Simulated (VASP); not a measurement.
# AlN (Fm-3m) in VASP: single point with PBE+D4

Aim: the single point of AlN with PBE+D4.

All numbers are computed with VASP 6.6.1; they aren't measurements. Logs are shortened: lines on timing, memory, paths and dates and some standing lists are left out, and cuts for length are marked.

## (1) The cell of the first run

It takes space group Fm-3m (No. 225, cubic). Conventional cell: a = 3.938 Å, b = 3.938 Å, c = 3.938 Å, α = 90.00°, β = 90.00°, γ = 90.00°. Within 2.6 Å of Al (site symmetry m-3m) lie 6 N at 1.97 Å. N (site symmetry m-3m) has 6 Al at 1.97 Å within 2.6 Å.

## (2) Single point, PBE+D4

Contents of INCAR:

```
SYSTEM = AlN
  PREC = Accurate
  ENCUT = 600
  EDIFF = 1E-6
  ISMEAR = 0
  SIGMA = 0.01
  LREAL = .False.
  LASPH = .True.
  NELM = 120
  ALGO = Normal
  ISIF = 2
  LWAVE = .False.
  LCHARG = .False.
  GGA = PE
  IVDW = 13
  NBANDS = 11
  GGA_COMPAT = .False.
```

Contents of KPOINTS:

```
Automatic mesh
0
Gamma
  10 10 10
  0 0 0
```

Contents of POSCAR:

```
AlN
1.0
    0.0000000000      1.9690000000      1.9690000000
    1.9690000000      0.0000000000      1.9690000000
    1.9690000000      1.9690000000      0.0000000000
Al N
1 1
Direct
    0.0000000000      0.0000000000      0.0000000000
    0.5000000000      0.5000000000      0.5000000000
```

Potentials or basis: VASP PAW PBE potentials, release 64 (Al, N).

On the command line:

```bash
$ cat potpaw_PBE.64/Al/POTCAR potpaw_PBE.64/N/POTCAR > POTCAR
$ mpirun -np 1 vasp_std > vasp.out
```

OUTCAR:

```text
SYSTEM = AlN
   PREC = Accurate
   ENCUT = 600
   EDIFF = 1E-6
   ISMEAR = 0
   LREAL = .False.
   LASPH = .True.
   NELM = 120
   ISIF = 2
   GGA = PE
   IVDW = 13

 ion  position               nearest neighbor table
   1  0.000  0.000  0.000-   2 1.97   2 1.97   2 1.97   2 1.97   2 1.97   2 1.97
   2  0.500  0.500  0.500-   1 1.97   1 1.97   1 1.97   1 1.97   1 1.97   1 1.97

  LATTYP: Found a face centered cubic cell.
 ALAT       =     3.9380000000

  Lattice vectors:

 A1 = (   0.0000000000,   1.9690000000,   1.9690000000)
 A2 = (   1.9690000000,   0.0000000000,   1.9690000000)
 A3 = (   1.9690000000,   1.9690000000,   0.0000000000)

Analysis of symmetry for initial positions (statically):
=====================================================================
 Subroutine PRICEL returns:
 Original cell was already a primitive cell.

 Routine SETGRP: Setting up the symmetry group for a
 face centered cubic supercell.

 Subroutine GETGRP returns: Found 48 space group operations
 (whereof 48 operations were pure point group operations)
 out of a pool of 48 trial point group operations.

The static configuration has the point symmetry O_h .

Analysis of symmetry for dynamics (positions and initial velocities):
=====================================================================
 Subroutine PRICEL returns:
 Original cell was already a primitive cell.

 Routine SETGRP: Setting up the symmetry group for a
 face centered cubic supercell.

 Subroutine GETGRP returns: Found 48 space group operations
 (whereof 48 operations were pure point group operations)
 out of a pool of 48 trial point group operations.

The dynamic configuration has the point symmetry O_h .

 Subroutine INISYM returns: Found 48 space group operations
 (whereof 48 operations are pure point group operations),
 and found     1 'primitive' translations

----------------------------------------------------------------------------------------

                                     Primitive cell

  volume of cell :      15.2675

  direct lattice vectors                    reciprocal lattice vectors
     0.000000000  1.969000000  1.969000000    -0.253936008  0.253936008  0.253936008
     1.969000000  0.000000000  1.969000000     0.253936008 -0.253936008  0.253936008
     1.969000000  1.969000000  0.000000000     0.253936008  0.253936008 -0.253936008

  length of vectors
     2.784586504  2.784586504  2.784586504     0.439830068  0.439830068  0.439830068

  position of ions in fractional coordinates (direct lattice)
     0.000000000  0.000000000  0.000000000
     0.500000000  0.500000000  0.500000000

  ion indices of the primitive-cell ions
[... 87 lines left out ...]
   NUPDOWN=      -1.0000    fix difference up-down
   EMIN   =  10.00;   EMAX   =-10.00  energy-range for DOS
   EFERMI =   0.00;   METHOD = LEGACY
   ISMEAR =     0;   SIGMA  =   0.01  broadening in eV -4-tet -1-fermi 0-gaus
   EFERMI_NEDOS =   21; number of points for ismear=-14 and -15
   IALGO  =     38    algorithm
   IMIX   =      4    mixing-type and parameters
     AMIX     =   0.40;   BMIX     =  1.00
     AMIX_MAG =   1.60;   BMIX_MAG =  1.00
  volume/ion in A,a.u.               =       7.63        51.51
  Fermi-wavevector in a.u.,A,eV,Ry     =   1.319823  2.494104 23.700443  1.741933
  Thomas-Fermi vector in A             =   2.449694
   LORBIT       =      0    0 simple, 1 ext, 2 COOP (PROOUT), +10 PAW based schemes
   GGA     = PE    functional components
   LHFCALC =     F    Hartree Fock is set to
   AEXX    =    0.0000 exact exchange contribution
   IVDW    =    13    specifies the selected vdW correction
   LEPSILON=     F    determine dielectric tensor
   LRPA    =     F    only Hartree local field effects (RPA)
 non-spin polarized calculation
 Gauss-broadening in eV      SIGMA  =   0.01
  energy-cutoff  :      600.00
  volume of cell :       15.27
 maximum number of plane-waves:       532
 NGX is ok and might be reduce to    24
   NGX = 11   NGY = 11   NGZ = 11

 number of electron       8.0000000 magnetization

 Free energy of the ion-electron system (eV)
  ---------------------------------------------------
  ext. energy  EPLUGINS =         0.00000000
  ---------------------------------------------------
  free energy    TOTEN  =       -14.40976016 eV

  energy without entropy =      -14.40976016  energy(sigma->0) =      -14.40976016

 E-fermi :  11.1045     XC(G=0): -12.6612

 val. band max:       11.0245677817   @ k =   0.0000   0.0000   0.0000
 cond. band min:      16.1829886115   @ k =   0.5000   0.5000   0.0000
 fundamental gap:      5.1584208298
 Fermi energy:        11.1044724708

 k-point     1 :       0.0000    0.0000    0.0000
  band No.  band energies     occupation
      1      -7.2700      2.00000
      2      11.0246      2.00000
      3      11.0246      2.00000
      4      11.0246      2.00000
      5      17.8928      0.00000
      6      23.4441      0.00000
      7      23.4441      0.00000
      8      23.4441      0.00000
      9      28.8042      0.00000
     10      29.4033      0.00000
     11      29.4033      0.00000
[... 309 lines left out ...]
 k-point    24 :       0.4000    0.3000    0.0000
  band No.  band energies     occupation
      1      -3.9896      2.00000
      2       4.8466      2.00000
      3       8.0035      2.00000
      4       8.5616      2.00000
      5      17.4875      0.00000
      6      18.4405      0.00000
      7      24.1734      0.00000
      8      27.6417      0.00000
      9      28.5117      0.00000
     10      33.7542      0.00000
     11      37.0534      0.00000

 [... further k-points ...]

------------------------ aborting loop because EDIFF is reached ----------------------------------------

  DFT-D4 for vdW energy calculation

  Edisp (eV):   -0.79892

  FORCE on cell =-STRESS in cart. coord.  units (eV):
  Direction    XX          YY          ZZ          XY          YZ          ZX
  --------------------------------------------------------------------------------------
  -------------------------------------------------------------------------------------
  Total       2.08981     2.08981     2.08981     0.00000    -0.00000     0.00000
  in kB     219.30594   219.30594   219.30594     0.00000    -0.00000     0.00000
  external pressure =      219.31 kB  Pullay stress =        0.00 kB

 VOLUME and BASIS-vectors are now :
 -----------------------------------------------------------------------------
  energy-cutoff  :      600.00
  volume of cell :       15.27
      direct lattice vectors                 reciprocal lattice vectors
     0.000000000  1.969000000  1.969000000    -0.253936008  0.253936008  0.253936008
     1.969000000  0.000000000  1.969000000     0.253936008 -0.253936008  0.253936008
     1.969000000  1.969000000  0.000000000     0.253936008  0.253936008 -0.253936008

 POSITION                                       TOTAL-FORCE (eV/Angst)
 -----------------------------------------------------------------------------------
      0.00000      0.00000      0.00000         0.000000     -0.000000     -0.000000
      1.96900      1.96900      1.96900        -0.000000      0.000000      0.000000
 -----------------------------------------------------------------------------------
    total drift:                               -0.000000     -0.000000      0.000000

  FREE ENERGIE OF THE ION-ELECTRON SYSTEM (eV)
  ---------------------------------------------------
  free  energy   TOTEN  =       -15.2086837174 eV

  energy  without entropy=      -15.2086837174  energy(sigma->0) =      -15.20868372
```

OSZICAR:

```text
N       E                     dE             d eps       ncg     rms          rms(c)
DAV:   1     0.136935483974E+02    0.13694E+02   -0.44000E+03  1042   0.708E+02
DAV:   2    -0.153201091263E+02   -0.29014E+02   -0.27668E+02  1238   0.162E+02
DAV:   3    -0.162325076592E+02   -0.91240E+00   -0.91045E+00  1291   0.254E+01
DAV:   4    -0.162362256662E+02   -0.37180E-02   -0.37176E-02  1181   0.172E+00
DAV:   5    -0.162362571804E+02   -0.31514E-04   -0.31514E-04  1211   0.155E-01    0.793E+00
DAV:   6    -0.144396141305E+02    0.17966E+01   -0.71327E+00  1206   0.155E+01    0.287E+00
DAV:   7    -0.144148455262E+02    0.24769E-01   -0.24025E-01  1165   0.346E+00    0.186E+00
DAV:   8    -0.144100802104E+02    0.47653E-02   -0.15471E-02  1124   0.117E+00    0.365E-01
DAV:   9    -0.144097132492E+02    0.36696E-03   -0.14165E-03  1205   0.250E-01    0.167E-01
DAV:  10    -0.144097693114E+02   -0.56062E-04   -0.16755E-04  1151   0.914E-02    0.569E-02
DAV:  11    -0.144097603981E+02    0.89133E-05   -0.30525E-05  1226   0.335E-02    0.865E-03
DAV:  12    -0.144097601646E+02    0.23347E-06   -0.93134E-07   634   0.851E-03
   1 F= -.15208684E+02 E0= -.15208684E+02  d E =-.315966E-32
```

stdout:

```text
POSCAR found type information on POSCAR AlN
 POSCAR found :  2 types and       2 ions
 scaLAPACK will be used
 LDA part: xc-table for (Slater+PW92), standard interpolation
 POSCAR, INCAR and KPOINTS ok, starting setup
 FFT: planning ... GRIDC
 FFT: planning ... GRID_SOFT
 FFT: planning ... GRID
 WAVECAR not read
 entering main loop
```

Run time: 9.4 s. Hardware: 1 thread of Intel Xeon Platinum 8375C at 2.90GHz (Ice Lake), shared host; peak memory 0.14 GiB.

Results:

* Free energy: -15.2087 eV
* Pressure: 21.9 GPa
* Band gap on the k mesh: 5.16 eV (least direct gap 6.87 eV)
* Dispersion energy per atom: -0.399 eV

Caveat: the cell stands under pressure.
